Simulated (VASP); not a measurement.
# TiO (P-62m) in VASP: notebook

TiO is run at these levels: PBEsol; tasks: single point.

All numbers are computed with VASP 6.6.1; they aren't measurements. Logs are shortened: lines on timing, memory, paths and dates and some standing lists are left out, and cuts for length are marked.

### Step 1. The cell of the first run

Symmetry: P-62m, No. 189, hexagonal system. Conventional cell: a = 4.958 Å, b = 4.958 Å, c = 2.836 Å, α = 90.00°, β = 90.00°, γ = 120.00°. Within 2.8 Å of Ti (site symmetry -6) lie 6 O at 2.08 Å. Ti (site symmetry -62m) has 3 O at 1.96 Å within 2.6 Å. O (site symmetry m2m) has 5 Ti at 1.96 to 2.08 Å within 2.6 Å.

### Step 2. Single point, PBEsol

INCAR reads:

```
PREC = Accurate
ENCUT = 520
EDIFF = 1E-6
ISMEAR = 0
SIGMA = 0.1
LREAL = False
LASPH = True
NELM = 60
ALGO = Normal
ISIF = 2
LWAVE = False
LCHARG = False
GGA = PS
NBANDS = 36
```

KPOINTS reads:

```
regular mesh
0
Gamma
  12 12 12
```

POSCAR reads:

```
TiO
1.0
    4.9584399664      0.0000000000      0.0000000000
   -2.4792199832      4.2941349741      0.0000000000
    0.0000000000      0.0000000000      2.8359676515
Ti O
3 3
Direct
    0.6666666667      0.3333333333      0.5000000000
    0.3333333333      0.6666666667      0.5000000000
    0.0000000000      0.0000000000      0.0000000000
    0.6052948633      0.6052948633      0.0000000000
    0.3947051367      0.0000000000      0.0000000000
    0.0000000000      0.3947051367      0.0000000000
```

Potentials or basis: VASP PAW PBE potentials, release 64 (Ti_sv, O).

Launch:

```bash
cat potpaw_PBE.64/Ti_sv/POTCAR potpaw_PBE.64/O/POTCAR > POTCAR
mpirun -np 1 vasp_std > vasp.out
```

OUTCAR:

```text
PREC = Accurate
   ENCUT = 520
   EDIFF = 1E-6
   ISMEAR = 0
   LREAL = False
   LASPH = True
   NELM = 60
   ISIF = 2
   GGA = PS

 ion  position               nearest neighbor table
   1  0.667  0.333  0.500-   6 2.08   6 2.08   5 2.08   5 2.08   4 2.08   4 2.08   2 2.86   2 2.86
                             2 2.86
   2  0.333  0.667  0.500-   5 2.08   5 2.08   6 2.08   6 2.08   4 2.08   4 2.08   1 2.86   1 2.86
                             1 2.86
   3  0.000  0.000  0.000-   5 1.96   4 1.96   6 1.96
   4  0.605  0.605  0.000-   3 1.96   2 2.08   2 2.08   1 2.08   1 2.08
   5  0.395  0.000  0.000-   3 1.96   2 2.08   2 2.08   1 2.08   1 2.08
   6  0.000  0.395  0.000-   3 1.96   1 2.08   1 2.08   2 2.08   2 2.08

  LATTYP: Found a hexagonal cell.
 ALAT       =     4.9584399664
 C/A-ratio  =     0.5719475623

  Lattice vectors:

 A1 = (   4.9584399664,   0.0000000000,   0.0000000000)
 A2 = (  -2.4792199832,   4.2941349741,   0.0000000000)
 A3 = (   0.0000000000,   0.0000000000,   2.8359676515)

Analysis of symmetry for initial positions (statically):
=====================================================================
 Subroutine PRICEL returns:
 Original cell was already a primitive cell.

 Routine SETGRP: Setting up the symmetry group for a
 hexagonal supercell.

 Subroutine GETGRP returns: Found 12 space group operations
 (whereof 12 operations were pure point group operations)
 out of a pool of 24 trial point group operations.

The static configuration has the point symmetry D_3h.

Analysis of symmetry for dynamics (positions and initial velocities):
=====================================================================
 Subroutine PRICEL returns:
 Original cell was already a primitive cell.

 Routine SETGRP: Setting up the symmetry group for a
 hexagonal supercell.

 Subroutine GETGRP returns: Found 12 space group operations
 (whereof 12 operations were pure point group operations)
 out of a pool of 24 trial point group operations.

The dynamic configuration has the point symmetry D_3h.

 Subroutine INISYM returns: Found 12 space group operations
 (whereof 12 operations are pure point group operations),
 and found     1 'primitive' translations

----------------------------------------------------------------------------------------

                                     Primitive cell

  volume of cell :      60.3840

  direct lattice vectors                    reciprocal lattice vectors
     4.958439966  0.000000000  0.000000000     0.201676335  0.116437886  0.000000000
    -2.479219983  4.294134974  0.000000000     0.000000000  0.232875773  0.000000000
     0.000000000  0.000000000  2.835967651     0.000000000  0.000000000  0.352613331

  length of vectors
     4.958439966  4.958439966  2.835967651     0.232875773  0.232875773  0.352613331

  position of ions in fractional coordinates (direct lattice)
     0.666666667  0.333333333  0.500000000
     0.333333333  0.666666667  0.500000000
     0.000000000  0.000000000  0.000000000
     0.605294863  0.605294863  0.000000000
     0.394705137  0.000000000  0.000000000
     0.000000000  0.394705137  0.000000000

  ion indices of the primitive-cell ions
   primitive index   ion index
                 1           1
                 2           2
                 3           3
                 4           4
                 5           5
                 6           6

----------------------------------------------------------------------------------------

 KPOINTS: regular mesh

Automatic generation of k-mesh.
 Grid dimensions read from file:
 generate k-points for:   12   12   12

 Generating k-lattice:

  Cartesian coordinates                     Fractional coordinates (reciprocal lattice)
     0.016806361  0.009703157  0.000000000     0.083333333  0.000000000  0.000000000
     0.000000000  0.019406314  0.000000000     0.000000000  0.083333333  0.000000000
     0.000000000  0.000000000  0.029384444     0.000000000  0.000000000  0.083333333

  Length of vectors
     0.019406314  0.019406314  0.029384444

  Shift w.r.t. Gamma in fractional coordinates (k-lattice)
     0.000000000  0.000000000  0.000000000

 Subroutine IBZKPT returns following result:
 ===========================================

 Found    133 irreducible k-points:

 Following reciprocal coordinates:
            Coordinates               Weight
  0.000000  0.000000  0.000000      1.000000
  0.083333  0.000000  0.000000      6.000000
  0.166667  0.000000  0.000000      6.000000
  0.250000  0.000000  0.000000      6.000000
  0.333333  0.000000  0.000000      6.000000
  0.416667  0.000000  0.000000      6.000000
[... 16 lines left out ...]
  0.250000  0.000000  0.083333     12.000000
  0.333333  0.000000  0.083333     12.000000
 [... further k-points ...]
   k-points           NKPTS =    133   k-points in BZ     NKDIM =    133   number of bands    NBANDS=     36
   number of dos      NEDOS =    301   number of ions     NIONS =      6
   total plane-waves  NPLWV =  38400
   dimension x,y,z NGX =    40 NGY =   40 NGZ =   24
   dimension x,y,z NGXF=    80 NGYF=   80 NGZF=   48
   ions per type =               3   3
   NGX,Y,Z   is equivalent  to a cutoff of  13.41, 13.41, 14.07 a.u.
   NGXF,Y,Z  is equivalent  to a cutoff of  26.82, 26.82, 28.14 a.u.
 SYSTEM =  unknown system
   PREC   = accura    normal or accurate (medium, high low for compatibility)
   ISTART =      0    job   : 0-new  1-cont  2-samecut
   ICHARG =      2    charge: 1-file 2-atom 10-const
   ISPIN  =      1    spin polarized calculation?
   LNONCOLLINEAR =      F non collinear calculations
   LSORBIT =      F    spin-orbit coupling
   LASPH  =      T    aspherical Exc in radial PAW
   ENCUT  =  520.0 eV  38.22 Ry    6.18 a.u.   9.22  9.22  5.27*2*pi/ulx,y,z
   NELM   =     60;   NELMIN=  2; NELMDL= -5     # of ELM steps
   EDIFF  = 0.1E-05   stopping-criterion for ELM
   LREAL  =      F    real-space projection
   EDIFFG = 0.1E-04   stopping-criterion for IOM
   NSW    =      0    number of steps for IOM
   IBRION =     -1    ionic relax: 0-MD 1-quasi-New 2-CG
   NFREE  =      0    steps in history (QN), initial steepest desc. (CG)
   ISIF   =      2    stress and relaxation
   ISYM   =      2    0-nonsym 1-usesym 2-fastsym
   POTIM  = 0.5000    time-step for ionic-motion
   TEBEG  =    0.0;   TEEND  =   0.0 temperature during run
   PSTRESS=    0.0 pullay stress
   NELECT =      54.0000    total number of electrons
   NUPDOWN=      -1.0000    fix difference up-down
   EMIN   =  10.00;   EMAX   =-10.00  energy-range for DOS
   EFERMI =   0.00;   METHOD = LEGACY
   ISMEAR =     0;   SIGMA  =   0.10  broadening in eV -4-tet -1-fermi 0-gaus
   EFERMI_NEDOS =   21; number of points for ismear=-14 and -15
   IALGO  =     38    algorithm
   IMIX   =      4    mixing-type and parameters
     AMIX     =   0.40;   BMIX     =  1.00
     AMIX_MAG =   1.60;   BMIX_MAG =  1.00
  volume/ion in A,a.u.               =      10.06        67.92
  Fermi-wavevector in a.u.,A,eV,Ry     =   1.577243  2.980558 33.847173  2.487697
  Thomas-Fermi vector in A             =   2.677955
   LORBIT       =      0    0 simple, 1 ext, 2 COOP (PROOUT), +10 PAW based schemes
   GGA     = PS    functional components
   LHFCALC =     F    Hartree Fock is set to
   AEXX    =    0.0000 exact exchange contribution
   IVDW    =     0    specifies the selected vdW correction
   LEPSILON=     F    determine dielectric tensor
   LRPA    =     F    only Hartree local field effects (RPA)
 non-spin polarized calculation
 Gauss-broadening in eV      SIGMA  =   0.10
  energy-cutoff  :      520.00
  volume of cell :       60.38
 maximum number of plane-waves:      1643
 NGX is ok and might be reduce to    40
   NGX = 19   NGY = 19   NGZ = 11

 number of electron      53.9999999 magnetization

 Free energy of the ion-electron system (eV)
  ---------------------------------------------------
  ext. energy  EPLUGINS =         0.00000000
  ---------------------------------------------------
  free energy    TOTEN  =       -56.86989071 eV

  energy without entropy =      -56.86649593  energy(sigma->0) =      -56.86819332

 E-fermi :  10.9408     XC(G=0): -12.8332

 val. band max:       10.9406036486   @ k =   0.1667   0.0000   0.1667
 cond. band min:      10.9671029124   @ k =   0.2500   0.0000   0.5000
 fundamental gap:      0.0264992638
 Fermi energy:        10.9407759047

 k-point     1 :       0.0000    0.0000    0.0000
  band No.  band energies     occupation
      1     -47.1498      2.00000
      2     -47.0606      2.00000
      3     -46.5647      2.00000
      4     -23.7489      2.00000
      5     -23.7489      2.00000
      6     -23.4251      2.00000
[... 28 lines left out ...]
     35      12.7125      0.00000
     36      12.8957      0.00000

 k-point     2 :       0.0833    0.0000    0.0000
  band No.  band energies     occupation
      1     -47.1483      2.00000
      2     -47.0619      2.00000
      3     -46.5648      2.00000
      4     -23.7552      2.00000
      5     -23.7486      2.00000
      6     -23.4171      2.00000
[... 28 lines left out ...]
     35      12.7323      0.00000
     36      12.9968      0.00000

 k-point     3 :       0.1667    0.0000    0.0000
  band No.  band energies     occupation
      1     -47.1442      2.00000
      2     -47.0658      2.00000
      3     -46.5652      2.00000
      4     -23.7714      2.00000
      5     -23.7444      2.00000
      6     -23.4003      2.00000
[... 28 lines left out ...]
     35      12.7890      0.00000
     36      13.2752      0.00000

 k-point     4 :       0.2500    0.0000    0.0000
  band No.  band energies     occupation
      1     -47.1379      2.00000
      2     -47.0718      2.00000
      3     -46.5656      2.00000
      4     -23.7914      2.00000
      5     -23.7296      2.00000
      6     -23.3941      2.00000
[... 28 lines left out ...]
     35      12.8744      0.00000
     36      13.3174      0.00000

 k-point     5 :       0.3333    0.0000    0.0000
  band No.  band energies     occupation
      1     -47.1301      2.00000
      2     -47.0791      2.00000
      3     -46.5661      2.00000
      4     -23.8095      2.00000
      5     -23.7013      2.00000
      6     -23.4171      2.00000
[... 655 lines left out ...]
 k-point    22 :       0.1667    0.0000    0.0833
  band No.  band energies     occupation
      1     -47.1395      2.00000
      2     -47.0615      2.00000
      3     -46.5617      2.00000
      4     -23.7596      2.00000
      5     -23.7330      2.00000
      6     -23.4388      2.00000
[... 28 lines left out ...]
     35      12.7059      0.00000
     36      13.3959      0.00000

 k-point    23 :       0.2500    0.0000    0.0833
  band No.  band energies     occupation
      1     -47.1332      2.00000
      2     -47.0675      2.00000
      3     -46.5621      2.00000
      4     -23.7789      2.00000
      5     -23.7187      2.00000
      6     -23.4340      2.00000
[... 28 lines left out ...]
     35      12.7919      0.00000
     36      13.2523      0.00000

 k-point    24 :       0.3333    0.0000    0.0833
  band No.  band energies     occupation
      1     -47.1255      2.00000
      2     -47.0749      2.00000
      3     -46.5626      2.00000
      4     -23.7965      2.00000
      5     -23.6914      2.00000
      6     -23.4370      2.00000
[... 28 lines left out ...]
     35      12.8809      0.00000
     36      13.1040      0.00000

 [... further k-points ...]

------------------------ aborting loop because EDIFF is reached ----------------------------------------

  FORCE on cell =-STRESS in cart. coord.  units (eV):
  Direction    XX          YY          ZZ          XY          YZ          ZX
  --------------------------------------------------------------------------------------
  -------------------------------------------------------------------------------------
  Total        0.3063939      0.3063939      0.2744208      0.0000000      0.0000000      0.0000000
  in kB        8.1295896      8.1295896      7.2812452      0.0000000      0.0000000      0.0000000
  external PRESSURE =       7.8468081 kB  Pullay stress =       0.0000000 kB

 VOLUME and BASIS-vectors are now :
 -----------------------------------------------------------------------------
  energy-cutoff  :      520.00
  volume of cell :       60.38
      direct lattice vectors                 reciprocal lattice vectors
     4.958439966  0.000000000  0.000000000     0.201676335  0.116437886  0.000000000
    -2.479219983  4.294134974  0.000000000     0.000000000  0.232875773  0.000000000
     0.000000000  0.000000000  2.835967651     0.000000000  0.000000000  0.352613331

 POSITION                                       TOTAL-FORCE (eV/Angst)
 -----------------------------------------------------------------------------------
      2.47922      1.43138      1.41798         0.000000      0.000000     -0.000000
     -0.00000      2.86276      1.41798         0.000000      0.000000     -0.000000
      0.00000      0.00000      0.00000         0.000000     -0.000000     -0.000000
      1.50066      2.59922      0.00000        -0.005806     -0.010056     -0.000000
      1.95712      0.00000      0.00000         0.011612     -0.000000      0.000000
     -0.97856      1.69492      0.00000        -0.005806      0.010056     -0.000000
 -----------------------------------------------------------------------------------
    total drift:                               -0.000001     -0.000002      0.000001

  FREE ENERGIE OF THE ION-ELECTRON SYSTEM (eV)
  ---------------------------------------------------
  free  energy   TOTEN  =       -56.8698907091 eV

  energy  without entropy=      -56.8664959267  energy(sigma->0) =      -56.86819332
```

Run time: 5.5 min. Hardware: 1 thread of AMD EPYC 9R45 (Zen 5), shared host; peak memory 0.31 GiB.

Results:

```yaml
Free_energy: -56.8699 eV
Pressure: 0.8 GPa
Largest_force: 0.012 eV/Å
Band_gap_on_the_k_mesh: zero (band 27 reaches 11.59 eV, above the bottom of band 28 at 10.04 eV)
```

Forces on the atoms (eV/Å):
```
Ti   0.000  0.000  0.000
Ti   0.000  0.000  0.000
Ti   0.000  0.000  0.000
O   -0.006 -0.010  0.000
O    0.012  0.000  0.000
O   -0.006  0.010  0.000
```

Stress tensor (GPa, compression positive):
```
0.81 0.00 0.00
0.00 0.81 0.00
0.00 0.00 0.73
```

Levels at points of the mesh, in eV from the Fermi level:
```tsv
k point	band 23	band 24	band 25	band 26	band 27	band 28	band 29	band 30	band 31	band 32
(0.00, 0.00, 0.00)	-6.03	-5.61	-3.51	-0.93	-0.90	-0.90	0.29	0.29	0.80	0.80
(0.50, 0.00, 0.00)	-6.17	-5.39	-2.58	-2.19	-1.88	0.37	0.89	1.09	1.37	1.40
(0.00, 0.00, 0.50)	-5.86	-5.86	-2.06	-2.06	0.65	1.02	1.02	1.17	1.17	1.86
(0.50, 0.00, 0.50)	-6.59	-5.53	-2.11	-1.48	-0.60	0.47	0.63	1.64	1.66	1.86
```

Caveat: the PAW data sets were made with another functional, which shifts forces and pressure a little; semilocal functionals often make such compounds metallic where correlation or magnetic order opens a gap, which also shifts bond lengths.

### Step 3. Single point, PBEsol

INCAR reads:

```
  PREC = Accurate
  ENCUT = 520
  EDIFF = 1E-6
  ISMEAR = 0
  SIGMA = 0.15
  LREAL = False
  LASPH = True
  NELM = 60
  ALGO = Normal
  ISIF = 2
  LWAVE = False
  LCHARG = False
  GGA = PS
  NBANDS = 36
```

KPOINTS reads:

```
regular mesh
0
Gamma
  12 12 16
```

POSCAR is that of step 2.

Potentials or basis: VASP PAW PBE potentials, release 64 (Ti_sv, O).

Launch:

```bash
cat potpaw_PBE.64/Ti_sv/POTCAR potpaw_PBE.64/O/POTCAR > POTCAR
mpirun -np 1 vasp_std > vasp.out
```

It took 6.9 min on 1 thread of AMD EPYC 9R45 (Zen 5), shared host; peak memory 0.36 GiB.

The run converged. Its results:

```
Free energy            : -56.8708 eV
Pressure               : 0.8 GPa
Largest force          : 0.012 eV/Å
Band gap on the k mesh : zero (band 27 reaches 11.59 eV, above the bottom of band 28 at 10.04 eV)
```

Forces on the atoms (eV/Å):
```
Ti   0.000  0.000  0.000
Ti   0.000  0.000  0.000
Ti   0.000  0.000  0.000
O   -0.006 -0.010  0.000
O    0.012  0.000  0.000
O   -0.006  0.010  0.000
```

Stress tensor (GPa, compression positive):
```
0.77 0.00 0.00
0.00 0.77 0.00
0.00 0.00 0.86
```

Levels at points of the mesh, in eV from the Fermi level:
```
           k point  band 23  band 24  band 25  band 26  band 27  band 28  band 29  band 30  band 31  band 32
(0.00, 0.00, 0.00)    -6.02    -5.60    -3.50    -0.92    -0.89    -0.89     0.30     0.30     0.82     0.82
(0.50, 0.00, 0.00)    -6.16    -5.38    -2.57    -2.18    -1.87     0.39     0.90     1.11     1.38     1.41
(0.00, 0.00, 0.50)    -5.85    -5.85    -2.05    -2.05     0.66     1.03     1.03     1.18     1.18     1.87
(0.50, 0.00, 0.50)    -6.58    -5.52    -2.10    -1.47    -0.59     0.48     0.64     1.65     1.67     1.87
```

Caveat: the PAW data sets were made with another functional, which shifts forces and pressure a little; semilocal functionals often make such compounds metallic where correlation or magnetic order opens a gap, which also shifts bond lengths.
